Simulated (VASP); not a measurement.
# W (Fm-3m) in VASP: further runs

The runs below take W through single point, with PBEsol.

Program: VASP 6.6.1. These are calculated values, not measurements. Logs are shortened: lines on timing, memory, paths and dates and some standing lists are left out, and cuts for length are marked.

## (1) The cell of the first run

Symmetry: Fm-3m, No. 225, cubic system. The conventional cell has a = 4.060 Å, b = 4.060 Å, c = 4.060 Å, α = 90.00°, β = 90.00°, γ = 90.00°. W (site symmetry m-3m) has 12 W at 2.87 Å within 3.8 Å.

## (2) Single point, PBEsol

File INCAR:

```
SYSTEM = W
PREC = Accurate
ENCUT = 520
EDIFF = 1E-7
ISMEAR = 0
SIGMA = 0.05
LREAL = .FALSE.
LASPH = .TRUE.
NELM = 100
ALGO = Normal
ISIF = 2
LWAVE = .FALSE.
LCHARG = .TRUE.
GGA = PS
LELF = .TRUE.
LVHAR = .TRUE.
NBANDS = 13
```

File KPOINTS:

```
regular mesh
0
G
  12 12 12
  0 0 0
```

File POSCAR:

```
W
1.0
    0.0000000000      2.0300000000      2.0300000000
    2.0300000000      0.0000000000      2.0300000000
    2.0300000000      2.0300000000      0.0000000000
W
1
Direct
    0.0000000000      0.0000000000      0.0000000000
```

Potentials or basis: VASP PAW PBE potentials, release 64 (W_sv).

Run with:

```console
$ cat potpaw_PBE.64/W_sv/POTCAR > POTCAR
$ mpirun -np 1 vasp_std > vasp.out
```

OUTCAR:

```text
SYSTEM = W
   PREC = Accurate
   ENCUT = 520
   EDIFF = 1E-7
   ISMEAR = 0
   LREAL = .FALSE.
   LASPH = .TRUE.
   NELM = 100
   ISIF = 2
   GGA = PS

 ion  position               nearest neighbor table
   1  0.000  0.000  0.000-

  LATTYP: Found a face centered cubic cell.
 ALAT       =     4.0600000000

  Lattice vectors:

 A1 = (   0.0000000000,   2.0300000000,   2.0300000000)
 A2 = (   2.0300000000,   0.0000000000,   2.0300000000)
 A3 = (   2.0300000000,   2.0300000000,   0.0000000000)

Analysis of symmetry for initial positions (statically):
=====================================================================
 Subroutine PRICEL returns:
 Original cell was already a primitive cell.

 Routine SETGRP: Setting up the symmetry group for a
 face centered cubic supercell.

 Subroutine GETGRP returns: Found 48 space group operations
 (whereof 48 operations were pure point group operations)
 out of a pool of 48 trial point group operations.

The static configuration has the point symmetry O_h .

Analysis of symmetry for dynamics (positions and initial velocities):
=====================================================================
 Subroutine PRICEL returns:
 Original cell was already a primitive cell.

 Routine SETGRP: Setting up the symmetry group for a
 face centered cubic supercell.

 Subroutine GETGRP returns: Found 48 space group operations
 (whereof 48 operations were pure point group operations)
 out of a pool of 48 trial point group operations.

The dynamic configuration has the point symmetry O_h .

 Subroutine INISYM returns: Found 48 space group operations
 (whereof 48 operations are pure point group operations),
 and found     1 'primitive' translations

----------------------------------------------------------------------------------------

                                     Primitive cell

  volume of cell :      16.7309

  direct lattice vectors                    reciprocal lattice vectors
     0.000000000  2.030000000  2.030000000    -0.246305419  0.246305419  0.246305419
     2.030000000  0.000000000  2.030000000     0.246305419 -0.246305419  0.246305419
     2.030000000  2.030000000  0.000000000     0.246305419  0.246305419 -0.246305419

  length of vectors
     2.870853532  2.870853532  2.870853532     0.426613499  0.426613499  0.426613499

  position of ions in fractional coordinates (direct lattice)
     0.000000000  0.000000000  0.000000000

  ion indices of the primitive-cell ions
   primitive index   ion index
                 1           1

----------------------------------------------------------------------------------------

 KPOINTS: regular mesh

Automatic generation of k-mesh.
 Grid dimensions read from file:
 generate k-points for:   12   12   12

 Generating k-lattice:

  Cartesian coordinates                     Fractional coordinates (reciprocal lattice)
    -0.020525452  0.020525452  0.020525452     0.083333333  0.000000000  0.000000000
     0.020525452 -0.020525452  0.020525452     0.000000000  0.083333333  0.000000000
     0.020525452  0.020525452 -0.020525452     0.000000000  0.000000000  0.083333333

  Length of vectors
     0.035551125  0.035551125  0.035551125

  Shift w.r.t. Gamma in fractional coordinates (k-lattice)
     0.000000000  0.000000000  0.000000000

 Subroutine IBZKPT returns following result:
 ===========================================

 Found     72 irreducible k-points:

 Following reciprocal coordinates:
            Coordinates               Weight
  0.000000  0.000000  0.000000      1.000000
  0.083333  0.000000  0.000000      8.000000
  0.166667  0.000000  0.000000      8.000000
  0.250000  0.000000  0.000000      8.000000
  0.333333  0.000000  0.000000      8.000000
  0.416667  0.000000  0.000000      8.000000
[... 16 lines left out ...]
  0.500000  0.166667  0.000000     24.000000
 -0.416667  0.166667  0.000000     24.000000
 [... further k-points ...]
   k-points           NKPTS =     72   k-points in BZ     NKDIM =     72   number of bands    NBANDS=     13
   number of dos      NEDOS =    301   number of ions     NIONS =      1
   total plane-waves  NPLWV =  13824
   dimension x,y,z NGX =    24 NGY =   24 NGZ =   24
   dimension x,y,z NGXF=    48 NGYF=   48 NGZF=   48
   ions per type =               1
   NGX,Y,Z   is equivalent  to a cutoff of  13.90, 13.90, 13.90 a.u.
   NGXF,Y,Z  is equivalent  to a cutoff of  27.80, 27.80, 27.80 a.u.
 SYSTEM =  W
   PREC   = accura    normal or accurate (medium, high low for compatibility)
   ISTART =      0    job   : 0-new  1-cont  2-samecut
   ICHARG =      2    charge: 1-file 2-atom 10-const
   ISPIN  =      1    spin polarized calculation?
   LNONCOLLINEAR =      F non collinear calculations
   LSORBIT =      F    spin-orbit coupling
   LASPH  =      T    aspherical Exc in radial PAW
   ENCUT  =  520.0 eV  38.22 Ry    6.18 a.u.   5.34  5.34  5.34*2*pi/ulx,y,z
   NELM   =    100;   NELMIN=  2; NELMDL= -5     # of ELM steps
   EDIFF  = 0.1E-06   stopping-criterion for ELM
   LREAL  =      F    real-space projection
   EDIFFG = 0.1E-05   stopping-criterion for IOM
   NSW    =      0    number of steps for IOM
   IBRION =     -1    ionic relax: 0-MD 1-quasi-New 2-CG
   NFREE  =      0    steps in history (QN), initial steepest desc. (CG)
   ISIF   =      2    stress and relaxation
   ISYM   =      2    0-nonsym 1-usesym 2-fastsym
   POTIM  = 0.5000    time-step for ionic-motion
   TEBEG  =    0.0;   TEEND  =   0.0 temperature during run
   PSTRESS=    0.0 pullay stress
   NELECT =      14.0000    total number of electrons
   NUPDOWN=      -1.0000    fix difference up-down
   EMIN   =  10.00;   EMAX   =-10.00  energy-range for DOS
   EFERMI =   0.00;   METHOD = LEGACY
   ISMEAR =     0;   SIGMA  =   0.05  broadening in eV -4-tet -1-fermi 0-gaus
   EFERMI_NEDOS =   21; number of points for ismear=-14 and -15
   IALGO  =     38    algorithm
   IMIX   =      4    mixing-type and parameters
     AMIX     =   0.40;   BMIX     =  1.00
     AMIX_MAG =   1.60;   BMIX_MAG =  1.00
  volume/ion in A,a.u.               =      16.73       112.91
  Fermi-wavevector in a.u.,A,eV,Ry     =   1.542688  2.915258 32.380324  2.379887
  Thomas-Fermi vector in A             =   2.648457
   LORBIT       =      0    0 simple, 1 ext, 2 COOP (PROOUT), +10 PAW based schemes
   GGA     = PS    functional components
   LHFCALC =     F    Hartree Fock is set to
   AEXX    =    0.0000 exact exchange contribution
   IVDW    =     0    specifies the selected vdW correction
   LEPSILON=     F    determine dielectric tensor
   LRPA    =     F    only Hartree local field effects (RPA)
 non-spin polarized calculation
 Gauss-broadening in eV      SIGMA  =   0.05
  energy-cutoff  :      520.00
  volume of cell :       16.73
 maximum number of plane-waves:       464
 NGX is ok and might be reduce to    24
   NGX = 11   NGY = 11   NGZ = 11

 number of electron      14.0000002 magnetization

 Free energy of the ion-electron system (eV)
  ---------------------------------------------------
  ext. energy  EPLUGINS =         0.00000000
  ---------------------------------------------------
  free energy    TOTEN  =       -13.28002757 eV

  energy without entropy =      -13.27736107  energy(sigma->0) =      -13.27869432

 E-fermi :  10.0702     XC(G=0): -13.4476

 val. band max:       10.0558574864   @ k =   0.1667   0.0833   0.0000
 cond. band min:      10.0827719527   @ k =  -0.2500   0.0833   0.0000
 fundamental gap:      0.0269144663
 Fermi energy:        10.0702008867

 k-point     1 :       0.0000    0.0000    0.0000
  band No.  band energies     occupation
      1     -63.6032      2.00000
      2     -27.2538      2.00000
      3     -27.2538      2.00000
      4     -27.2538      2.00000
      5       1.1511      2.00000
      6       9.5216      2.00000
      7       9.5216      2.00000
      8       9.5216      2.00000
      9      12.5529      0.00000
     10      12.5529      0.00000
     11      22.8578      0.00000
     12      27.9432      0.00000
     13      27.9432      0.00000

 k-point     2 :       0.0833    0.0000    0.0000
  band No.  band energies     occupation
      1     -63.5967      2.00000
      2     -27.3308      2.00000
      3     -27.2637      2.00000
      4     -27.2637      2.00000
      5       1.4476      2.00000
      6       9.2995      2.00000
      7       9.6570      2.00000
      8       9.6570      2.00000
      9      12.4342      0.00000
     10      12.4342      0.00000
     11      23.4432      0.00000
     12      26.7731      0.00000
     13      28.4981      0.00000

 k-point     3 :       0.1667    0.0000    0.0000
  band No.  band energies     occupation
      1     -63.5789      2.00000
      2     -27.5374      2.00000
      3     -27.2907      2.00000
      4     -27.2907      2.00000
      5       2.2637      2.00000
      6       8.8259      2.00000
      7       9.9264      1.99995
      8       9.9264      1.99995
      9      12.2937      0.00000
     10      12.2937      0.00000
     11      24.3576      0.00000
     12      25.5572      0.00000
     13      30.0482      0.00000
[... 305 lines left out ...]
 k-point    23 :       0.5000    0.1667    0.0000
  band No.  band energies     occupation
      1     -63.4975      2.00000
      2     -28.2250      2.00000
      3     -27.5633      2.00000
      4     -27.4618      2.00000
      5       5.4454      2.00000
      6       8.0748      2.00000
      7       9.3853      2.00000
      8      10.2881      0.00000
      9      15.0727      0.00000
     10      16.1030      0.00000
     11      19.7044      0.00000
     12      24.7021      0.00000
     13      27.7819      0.00000

 k-point    24 :      -0.4167    0.1667    0.0000
  band No.  band energies     occupation
      1     -63.4959      2.00000
      2     -28.2343      2.00000
      3     -27.5992      2.00000
      4     -27.4394      2.00000
      5       5.5330      2.00000
      6       8.1518      2.00000
      7       9.5997      2.00000
      8      10.1591      0.01193
      9      14.3935      0.00000
     10      16.7109      0.00000
     11      19.6394      0.00000
     12      24.6970      0.00000
     13      27.3968      0.00000

 [... further k-points ...]
[... 5 lines left out ...]
  --------------------------------------------------------------------------------------
  -------------------------------------------------------------------------------------
  Total       -1.3153949     -1.3153949     -1.3153949     -0.0000000     -0.0000000      0.0000000
  in kB     -125.9646356   -125.9646356   -125.9646356     -0.0000000     -0.0000000      0.0000000
  external PRESSURE =    -125.9646356 kB  Pullay stress =       0.0000000 kB

 VOLUME and BASIS-vectors are now :
 -----------------------------------------------------------------------------
  energy-cutoff  :      520.00
  volume of cell :       16.73
      direct lattice vectors                 reciprocal lattice vectors
     0.000000000  2.030000000  2.030000000    -0.246305419  0.246305419  0.246305419
     2.030000000  0.000000000  2.030000000     0.246305419 -0.246305419  0.246305419
     2.030000000  2.030000000  0.000000000     0.246305419  0.246305419 -0.246305419

 POSITION                                       TOTAL-FORCE (eV/Angst)
 -----------------------------------------------------------------------------------
      0.00000      0.00000      0.00000         0.000000      0.000000     -0.000000
 -----------------------------------------------------------------------------------
    total drift:                               -0.000000      0.000000      0.000000

  FREE ENERGIE OF THE ION-ELECTRON SYSTEM (eV)
  ---------------------------------------------------
  free  energy   TOTEN  =       -13.2800275692 eV

  energy  without entropy=      -13.2773610678  energy(sigma->0) =      -13.27869432
```

Run time: 18 s. Hardware: 1 thread of Intel Xeon 6975P-C, shared host; peak memory 0.15 GiB.

Results:

* Free energy: -13.2800 eV
* Pressure: -12.6 GPa
* Band gap on the k mesh: zero (band 7 reaches 13.02 eV, above the bottom of band 8 at 9.52 eV)

Caveat: the PAW data sets were made with another functional, which shifts forces and pressure a little; spin-orbit coupling is left out, which moves the levels of the heavy elements.

## (3) Single point, PBEsol

File INCAR:

```
ALGO = Normal
EDIFF = 1E-6
ENCUT = 520
GGA = PS
ISIF = 2
ISMEAR = 0
LASPH = T
LCHARG = F
LREAL = F
LWAVE = F
NBANDS = 13
NELM = 100
PREC = Accurate
SIGMA = 0.05
```

File KPOINTS:

```
k-points
0
Gamma
  12 12 12
```

POSCAR is that of step 2.

Potentials or basis: VASP PAW PBE potentials, release 64 (W_sv).

Run with:

```console
$ cat potpaw_PBE.64/W_sv/POTCAR > POTCAR
$ mpirun -np 1 vasp_std > vasp.out
```

Wall time 16 s (1 thread of Intel Xeon 6975P-C, shared host); peak memory 0.15 GiB.

It converged, with:

* Free energy: -13.2800 eV
* Pressure: -12.6 GPa
* Band gap on the k mesh: zero (band 7 reaches 13.02 eV, above the bottom of band 8 at 9.52 eV)

Levels at points of the mesh, in eV from the Fermi level:
```
           k point  band 4  band 5  band 6  band 7  band 8  band 9  band 10  band 11
(0.00, 0.00, 0.00)  -37.32   -8.92   -0.55   -0.55   -0.55    2.48     2.48    12.79
(0.50, 0.00, 0.00)  -37.47   -5.52   -0.77   -0.77    0.58    4.91     4.91     9.98
(0.50, 0.50, 0.00)  -37.72   -5.38   -4.41    2.95    4.86    5.62     5.62    11.56
```

Caveat: the PAW data sets were made with another functional, which shifts forces and pressure a little; spin-orbit coupling is left out, which moves the levels of the heavy elements.
